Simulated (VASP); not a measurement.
Here is a VASP 6.6.1 calculation.

POSCAR

```
Si4HC5
1.0
    3.0751950076      0.0000000000      0.0000000000
   -1.5375975038      2.6631969982      0.0000000000
    0.0000000000      0.0000000000     28.2992617081
C Si H
5 4 1
Direct
    0.3333333333      0.6666666667      0.3003611927
    0.6666666667      0.3333333333      0.3895537467
    0.3333333333      0.6666666667      0.4783203497
    0.6666666667      0.3333333333      0.5672202102
    0.0000000000      0.0000000000      0.6423709488
    0.6666666667      0.3333333333      0.3225176516
    0.3333333333      0.6666666667      0.4117102056
    0.6666666667      0.3333333333      0.5013732305
    0.3333333333      0.6666666667      0.6058697477
    0.0000000000      0.0000000000      0.6810682809
```

Contents of INCAR.step1:

```
PREC     = Accurate       # precision mode
ENCUT    = 520            # plane-wave cutoff, eV
ISMEAR   = 0              # smearing method
SIGMA    = 0.05           # smearing width, eV
LREAL    = False          # projectors in reciprocal space
LASPH    = True           # aspherical terms in the spheres
NELM     = 150            # most SCF steps
ISPIN    = 2              # spin polarisation
MAGMOM   = 0 0 0 0 1 0 0 0 0 0 # initial moments
LDIPOL   = True         
IDIPOL   = 3            
DIPOL    = 0.5 0.5 0.490
NBANDS   = 34             # bands
GGA      = PE             # functional
ALGO     = Normal         # electronic algorithm
EDIFF    = 1E-4           # SCF threshold, eV
LWAVE    = True           # write WAVECAR
LCHARG   = False          # write CHGCAR
```

INCAR.step2

```
PREC     = Accurate       # precision mode
ENCUT    = 520            # plane-wave cutoff, eV
EDIFF    = 1E-6           # SCF threshold, eV
ISMEAR   = 0              # smearing method
SIGMA    = 0.05           # smearing width, eV
LREAL    = False          # projectors in reciprocal space
LASPH    = True           # aspherical terms in the spheres
NELM     = 150            # most SCF steps
ALGO     = Normal         # electronic algorithm
ISIF     = 2              # what is computed and relaxed
LWAVE    = False          # write WAVECAR
LCHARG   = False          # write CHGCAR
ISPIN    = 2              # spin polarisation
MAGMOM   = 0 0 0 0 1 0 0 0 0 0 # initial moments
LORBIT   = 11             # projections on sites
LDIPOL   = True         
IDIPOL   = 3            
DIPOL    = 0.5 0.5 0.490
METAGGA  = R2SCAN         # meta-GGA
LMIXTAU  = True         
NBANDS   = 34             # bands
ISTART   = 1
```

KPOINTS

```
regular mesh
0
Gamma
  9 9 1
```

Potentials or basis: VASP PAW PBE potentials, release 64 (C, Si, H).

The run is started by

```sh
$ cat potpaw_PBE.64/C/POTCAR potpaw_PBE.64/Si/POTCAR potpaw_PBE.64/H/POTCAR > POTCAR
$ cp INCAR.step1 INCAR
$ mpirun -np 1 vasp_std > vasp.out
$ cp INCAR.step2 INCAR
$ mpirun -np 1 vasp_std > vasp.out
```

(1) Predict the net moment.

(2) Estimate the site moments.

Answers

(1) 1.06 μB per cell.

(2) C +0.43, +0.08, +0.02, +0.01 (each value once); Si -0.03, +0.01, +0.00 (each value once); H -0.00 μB.
